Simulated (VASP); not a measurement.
# Pb (Fm-3m) in VASP: a series of runs

Runs on Pb. Level: r2SCAN+rVV10. Tasks: single point, relaxation of cell and atoms.

Everything below comes from runs of VASP 6.6.1. Logs are shortened: lines on timing, memory, paths and dates and some standing lists are left out, and cuts for length are marked.

**1. The cell of the first run**

The structure is cubic, space group Fm-3m (No. 225). Conventional cell: a = 4.950 Å, b = 4.950 Å, c = 4.950 Å, α = 90.00°, β = 90.00°, γ = 90.00°. Within 4.6 Å of Pb (site symmetry m-3m) lie 12 Pb at 3.50 Å.

**2. Single point, r2SCAN+rVV10**

File POSCAR:

```
Pb
1.0
    0.0000000000      2.4750200000      2.4750200000
    2.4750200000      0.0000000000      2.4750200000
    2.4750200000      2.4750200000      0.0000000000
Pb
1
Direct
    0.0000000000      0.0000000000      0.0000000000
```

File INCAR.step1:

```
SYSTEM = Pb
ALGO = Normal ; EDIFF = 1E-4
ENCUT = 520 ; GGA = PE
ISMEAR = 0 ; LASPH = .TRUE.
LCHARG = .FALSE. ; LREAL = .FALSE.
LWAVE = .TRUE. ; NBANDS = 13
NELM = 100 ; PREC = Accurate
SIGMA = 0.1
```

File INCAR.step2:

```
SYSTEM = Pb
ALGO = Normal ; BPARAM = 11.95
CPARAM = 0.0093 ; EDIFF = 1E-7
ENCUT = 520 ; ISIF = 2
ISMEAR = 0 ; ISTART = 1
IVDW_NL = 2 ; LASPH = .TRUE.
LCHARG = .FALSE. ; LMIXTAU = .TRUE.
LREAL = .FALSE. ; LUSE_VDW = .TRUE.
LWAVE = .FALSE. ; METAGGA = R2SCAN
NBANDS = 13 ; NELM = 100
PREC = Accurate ; SIGMA = 0.1
```

File KPOINTS:

```
k-points
0
G
  6 6 6
  0 0 0
```

Potentials or basis: VASP PAW PBE potentials, release 64 (Pb_d).

Started as:

```sh
> cat potpaw_PBE.64/Pb_d/POTCAR > POTCAR
> cp INCAR.step1 INCAR
> mpirun -np 1 vasp_std > vasp.out
> cp INCAR.step2 INCAR
> mpirun -np 1 vasp_std > vasp.out
```

OUTCAR:

```text
SYSTEM = Pb
   BPARAM = 11.95
   EDIFF = 1E-7
   ENCUT = 520
   ISIF = 2
   ISMEAR = 0
   ISTART = 1
   IVDW_NL = 2
   LASPH = .TRUE.
   LREAL = .FALSE.
   METAGGA = R2SCAN
   NELM = 100
   PREC = Accurate

 ion  position               nearest neighbor table
   1  0.000  0.000  0.000-

  LATTYP: Found a face centered cubic cell.
 ALAT       =     4.9500400000

  Lattice vectors:

 A1 = (   0.0000000000,   2.4750200000,   2.4750200000)
 A2 = (   2.4750200000,   0.0000000000,   2.4750200000)
 A3 = (   2.4750200000,   2.4750200000,   0.0000000000)

Analysis of symmetry for initial positions (statically):
=====================================================================
 Subroutine PRICEL returns:
 Original cell was already a primitive cell.

 Routine SETGRP: Setting up the symmetry group for a
 face centered cubic supercell.

 Subroutine GETGRP returns: Found 48 space group operations
 (whereof 48 operations were pure point group operations)
 out of a pool of 48 trial point group operations.

The static configuration has the point symmetry O_h .

Analysis of symmetry for dynamics (positions and initial velocities):
=====================================================================
 Subroutine PRICEL returns:
 Original cell was already a primitive cell.

 Routine SETGRP: Setting up the symmetry group for a
 face centered cubic supercell.

 Subroutine GETGRP returns: Found 48 space group operations
 (whereof 48 operations were pure point group operations)
 out of a pool of 48 trial point group operations.

The dynamic configuration has the point symmetry O_h .

 Subroutine INISYM returns: Found 48 space group operations
 (whereof 48 operations are pure point group operations),
 and found     1 'primitive' translations

----------------------------------------------------------------------------------------

                                     Primitive cell

  volume of cell :      30.3226

  direct lattice vectors                    reciprocal lattice vectors
     0.000000000  2.475020000  2.475020000    -0.202018570  0.202018570  0.202018570
     2.475020000  0.000000000  2.475020000     0.202018570 -0.202018570  0.202018570
     2.475020000  2.475020000  0.000000000     0.202018570  0.202018570 -0.202018570

  length of vectors
     3.500206851  3.500206851  3.500206851     0.349906427  0.349906427  0.349906427

  position of ions in fractional coordinates (direct lattice)
     0.000000000  0.000000000  0.000000000

  ion indices of the primitive-cell ions
   primitive index   ion index
                 1           1

----------------------------------------------------------------------------------------

 KPOINTS: k-points

Automatic generation of k-mesh.
 Grid dimensions read from file:
 generate k-points for:    6    6    6

 Generating k-lattice:

  Cartesian coordinates                     Fractional coordinates (reciprocal lattice)
    -0.033669762  0.033669762  0.033669762     0.166666667  0.000000000  0.000000000
     0.033669762 -0.033669762  0.033669762     0.000000000  0.166666667  0.000000000
     0.033669762  0.033669762 -0.033669762     0.000000000  0.000000000  0.166666667

  Length of vectors
     0.058317738  0.058317738  0.058317738

  Shift w.r.t. Gamma in fractional coordinates (k-lattice)
     0.000000000  0.000000000  0.000000000

 Subroutine IBZKPT returns following result:
 ===========================================

 Found     16 irreducible k-points:

 Following reciprocal coordinates:
            Coordinates               Weight
  0.000000  0.000000  0.000000      1.000000
  0.166667  0.000000  0.000000      8.000000
  0.333333  0.000000  0.000000      8.000000
  0.500000  0.000000  0.000000      4.000000
  0.166667  0.166667  0.000000      6.000000
  0.333333  0.166667  0.000000     24.000000
[... 8 lines left out ...]
 -0.333333  0.333333  0.166667     24.000000
 -0.333333  0.500000  0.166667     12.000000
   k-points           NKPTS =     16   k-points in BZ     NKDIM =     16   number of bands    NBANDS=     13
   number of dos      NEDOS =    301   number of ions     NIONS =      1
   total plane-waves  NPLWV =  21952
   dimension x,y,z NGX =    28 NGY =   28 NGZ =   28
   dimension x,y,z NGXF=    56 NGYF=   56 NGZF=   56
   ions per type =               1
   NGX,Y,Z   is equivalent  to a cutoff of  13.30, 13.30, 13.30 a.u.
   NGXF,Y,Z  is equivalent  to a cutoff of  26.60, 26.60, 26.60 a.u.
 SYSTEM =  Pb
   PREC   = accura    normal or accurate (medium, high low for compatibility)
   ISTART =      1    job   : 0-new  1-cont  2-samecut
   ICHARG =      0    charge: 1-file 2-atom 10-const
   ISPIN  =      1    spin polarized calculation?
   LNONCOLLINEAR =      F non collinear calculations
   LSORBIT =      F    spin-orbit coupling
   LASPH  =      T    aspherical Exc in radial PAW
   ENCUT  =  520.0 eV  38.22 Ry    6.18 a.u.   6.51  6.51  6.51*2*pi/ulx,y,z
   NELM   =    100;   NELMIN=  2; NELMDL=  0     # of ELM steps
   EDIFF  = 0.1E-06   stopping-criterion for ELM
   LREAL  =      F    real-space projection
   EDIFFG = 0.1E-05   stopping-criterion for IOM
   NSW    =      0    number of steps for IOM
   IBRION =     -1    ionic relax: 0-MD 1-quasi-New 2-CG
   NFREE  =      0    steps in history (QN), initial steepest desc. (CG)
   ISIF   =      2    stress and relaxation
   ISYM   =      2    0-nonsym 1-usesym 2-fastsym
   POTIM  = 0.5000    time-step for ionic-motion
   TEBEG  =    0.0;   TEEND  =   0.0 temperature during run
   PSTRESS=    0.0 pullay stress
   NELECT =      14.0000    total number of electrons
   NUPDOWN=      -1.0000    fix difference up-down
   EMIN   =  10.00;   EMAX   =-10.00  energy-range for DOS
   EFERMI =   0.00;   METHOD = LEGACY
   ISMEAR =     0;   SIGMA  =   0.10  broadening in eV -4-tet -1-fermi 0-gaus
   EFERMI_NEDOS =   21; number of points for ismear=-14 and -15
   IALGO  =     38    algorithm
   IMIX   =      4    mixing-type and parameters
     AMIX     =   0.40;   BMIX     =  1.00
     AMIX_MAG =   1.60;   BMIX_MAG =  1.00
  volume/ion in A,a.u.               =      30.32       204.63
  Fermi-wavevector in a.u.,A,eV,Ry     =   1.265306  2.391081 21.782907  1.600999
  Thomas-Fermi vector in A             =   2.398566
   LORBIT       =      0    0 simple, 1 ext, 2 COOP (PROOUT), +10 PAW based schemes
   METAGGA = R2SCAN    functional components
   LHFCALC =     F    Hartree Fock is set to
   AEXX    =    0.0000 exact exchange contribution
   IVDW_NL    =     2    kernel type
   BPARAM     =11.9500
   IVDW    =     0    specifies the selected vdW correction
   LEPSILON=     F    determine dielectric tensor
   LRPA    =     F    only Hartree local field effects (RPA)
 non-spin polarized calculation
 Gauss-broadening in eV      SIGMA  =   0.10
  energy-cutoff  :      520.00
  volume of cell :       30.32
 maximum number of plane-waves:       869
 NGX is ok and might be reduce to    28
   NGX = 13   NGY = 13   NGZ = 13

 number of electron      13.9999999 magnetization

 Free energy of the ion-electron system (eV)
  ---------------------------------------------------
  ext. energy  EPLUGINS =         0.00000000
  ---------------------------------------------------
  free energy    TOTEN  =       -55.81865171 eV

  energy without entropy =      -55.81513931  energy(sigma->0) =      -55.81689551

 E-fermi :   7.3790     XC(G=0): -10.9482

 val. band max:        7.1934377023   @ k =   0.3333   0.3333   0.0000
 cond. band min:       7.4588906844   @ k =   0.3333   0.1667   0.0000
 fundamental gap:      0.2654529821
 Fermi energy:         7.3789871237

 k-point     1 :       0.0000    0.0000    0.0000
  band No.  band energies     occupation
      1     -10.4665      2.00000
      2     -10.4665      2.00000
      3     -10.4665      2.00000
      4     -10.3217      2.00000
      5     -10.3217      2.00000
      6      -5.0849      2.00000
      7      14.9580      0.00000
      8      14.9580      0.00000
      9      14.9580      0.00000
     10      17.5741      0.00000
     11      19.4993      0.00000
     12      20.2992      0.00000
     13      20.2992      0.00000

 k-point     2 :       0.1667    0.0000    0.0000
  band No.  band energies     occupation
      1     -10.4696      2.00000
      2     -10.4352      2.00000
      3     -10.4352      2.00000
      4     -10.3149      2.00000
      5     -10.3149      2.00000
      6      -4.5217      2.00000
      7      10.7115      0.00000
      8      14.3566      0.00000
      9      14.3566      0.00000
     10      16.9506      0.00000
     11      20.6431      0.00000
     12      21.0391      0.00000
     13      21.0391      0.00000

 k-point     3 :       0.3333    0.0000    0.0000
  band No.  band energies     occupation
      1     -10.4877      2.00000
      2     -10.4405      2.00000
      3     -10.4405      2.00000
      4     -10.2311      2.00000
      5     -10.2311      2.00000
      6      -2.8814      2.00000
      7       5.6385      2.00000
      8      13.4203      0.00000
      9      13.4203      0.00000
     10      16.7312      0.00000
     11      18.4690      0.00000
     12      19.5465      0.00000
     13      19.5465      0.00000
[... 177 lines left out ...]
 k-point    15 :      -0.3333    0.3333    0.1667
  band No.  band energies     occupation
      1     -10.4730      2.00000
      2     -10.4292      2.00000
      3     -10.3302      2.00000
      4     -10.2901      2.00000
      5     -10.1708      2.00000
      6      -0.2147      2.00000
      7       4.4691      2.00000
      8       7.1857      1.99373
      9       9.3695      0.00000
     10      17.1922      0.00000
     11      19.1772      0.00000
     12      22.2345      0.00000
     13      22.2366      0.00000

 k-point    16 :      -0.3333    0.5000    0.1667
  band No.  band energies     occupation
      1     -10.5270      2.00000
      2     -10.4850      2.00000
      3     -10.2730      2.00000
      4     -10.2443      2.00000
      5     -10.1346      2.00000
      6       0.3360      2.00000
      7       4.6486      2.00000
      8       7.1020      1.99991
      9       7.9051      0.00000
     10      16.6055      0.00000
     11      17.4060      0.00000
     12      22.8429      0.00000
     13      23.2759      0.00000

------------------------ aborting loop because EDIFF is reached ----------------------------------------

  FORCE on cell =-STRESS in cart. coord.  units (eV):
  Direction    XX          YY          ZZ          XY          YZ          ZX
  --------------------------------------------------------------------------------------
  -------------------------------------------------------------------------------------
  Total        0.2327264      0.2327264      0.2327264      0.0000000     -0.0000000      0.0000000
  in kB       12.2967420     12.2967420     12.2967420      0.0000000     -0.0000000      0.0000000
  external PRESSURE =      12.2967420 kB  Pullay stress =       0.0000000 kB

 VOLUME and BASIS-vectors are now :
 -----------------------------------------------------------------------------
  energy-cutoff  :      520.00
  volume of cell :       30.32
      direct lattice vectors                 reciprocal lattice vectors
     0.000000000  2.475020000  2.475020000    -0.202018570  0.202018570  0.202018570
     2.475020000  0.000000000  2.475020000     0.202018570 -0.202018570  0.202018570
     2.475020000  2.475020000  0.000000000     0.202018570  0.202018570 -0.202018570

 POSITION                                       TOTAL-FORCE (eV/Angst)
 -----------------------------------------------------------------------------------
      0.00000      0.00000      0.00000         0.000000      0.000000     -0.000000
 -----------------------------------------------------------------------------------
    total drift:                               -0.000000     -0.000000     -0.000000

  FREE ENERGIE OF THE ION-ELECTRON SYSTEM (eV)
  ---------------------------------------------------
  free  energy   TOTEN  =       -55.8186517091 eV

  energy  without entropy=      -55.8151393077  energy(sigma->0) =      -55.81689551
```

It took 84 s on 1 thread of AMD EPYC 7R43 (Zen 3), shared host; peak memory 0.23 GiB.

What came out:

* Free energy: -55.8187 eV
* Pressure: 1.2 GPa
* Band gap on the k mesh: zero (band 7 reaches 14.96 eV, above the bottom of band 8 at 5.55 eV)

Caveat: the k points lie up to 0.37 Å⁻¹ apart; the PAW data sets were made with another functional, which shifts forces and pressure a little; spin-orbit coupling is left out, which moves the levels of the heavy elements.

[end of part 1 of 3]
